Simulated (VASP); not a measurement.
A run of VASP 6.6.1 is set up as follows.

File POSCAR:

```
Bi
1.0
    2.2675000000      1.3091417354      3.9380000000
   -2.2675000000      1.3091417354      3.9380000000
    0.0000000000     -2.6182834708      3.9380000000
Bi
2
Direct
    0.7660000000      0.7660000000      0.7660000000
    0.2340000000      0.2340000000      0.2340000000
```

Contents of INCAR.step1:

```
SYSTEM = Bi
  PREC = Accurate
  ENCUT = 600
  ISMEAR = -1
  SIGMA = 0.05
  LREAL = .False.
  LASPH = .True.
  NELM = 100
  GGA = PE
  ALGO = Normal
  EDIFF = 1E-4
  LWAVE = .True.
  LCHARG = .False.
```

File INCAR.step2:

```
SYSTEM = Bi
  PREC = Accurate
  ENCUT = 600
  EDIFF = 1E-7
  ISMEAR = -1
  SIGMA = 0.05
  LREAL = .False.
  LASPH = .True.
  NELM = 100
  ALGO = Normal
  ISIF = 3
  LWAVE = .False.
  LCHARG = .False.
  METAGGA = R2SCAN
  LMIXTAU = .True.
  IBRION = 2
  NSW = 60
  EDIFFG = -0.01
  PSTRESS = 200.0
  ISTART = 1
```

The input KPOINTS:

```
regular mesh
0
Gamma
  7 7 7
  0 0 0
```

Potentials or basis: VASP PAW PBE potentials, release 64 (Bi_d).

Launch:

```bash
$ cat potpaw_PBE.64/Bi_d/POTCAR > POTCAR
$ cp INCAR.step1 INCAR
$ mpirun -np 1 vasp_std > vasp.out
$ cp INCAR.step2 INCAR
$ mpirun -np 1 vasp_std > vasp.out
```

**Question.** Predict the relaxed cell.

**Answer.** a = 4.266 Å, b = 4.266 Å, c = 4.266 Å, α = 60.04°, β = 60.04°, γ = 60.04°.

**Question.** Predict the space group after relaxing (to 0.1 Å).

**Answer.** R-3m (No. 166).

**Question.** Predict the relaxed volume.

**Answer.** 27.47 Å³/atom.

Step by step:
| step | energy change (eV) | largest force (eV/Å) | pressure (GPa) | volume (Å³) |
| --- | --- | --- | --- | --- |
| 1 | 0.0000 | 0.0290 | 1.20 | 70.14 |
| 2 | 9.3840 | 6.8821 | 159.81 | 36.10 |
| 3 | 0.5619 | 1.1246 | 16.30 | 58.22 |
| 4 | 0.6756 | 1.2567 | 18.45 | 57.17 |
| 5 | 0.7614 | 1.3512 | 20.05 | 56.45 |
| 6 | 0.7862 | 0.5848 | 20.58 | 55.34 |
| 7 | 0.8958 | 0.0958 | 22.03 | 54.22 |
| 8 | 0.5781 | 0.0878 | 15.54 | 56.94 |
| 9 | 0.7869 | 0.0281 | 19.88 | 55.04 |
| 10 | 0.7890 | 0.0295 | 19.92 | 55.03 |
| 11 | 0.7912 | 0.0215 | 19.96 | 55.01 |
| 12 | 0.7990 | 0.0045 | 20.04 | 54.94 |
| 13 | 0.8019 | 0.0011 | 20.07 | 54.91 |
| 14 | 0.8023 | 0.0005 | 20.07 | 54.91 |
| 15 | 0.7839 | 0.0069 | 19.70 | 55.06 |
| 16 | 0.7991 | 0.0005 | 20.01 | 54.93 |

Caveat: the cell is relaxed towards a set pressure, so the run minimises the enthalpy, not the energy; the volume moved by over 15 % at a fixed basis, so the end points are rough; the PAW data sets were made with another functional, which shifts forces and pressure a little.
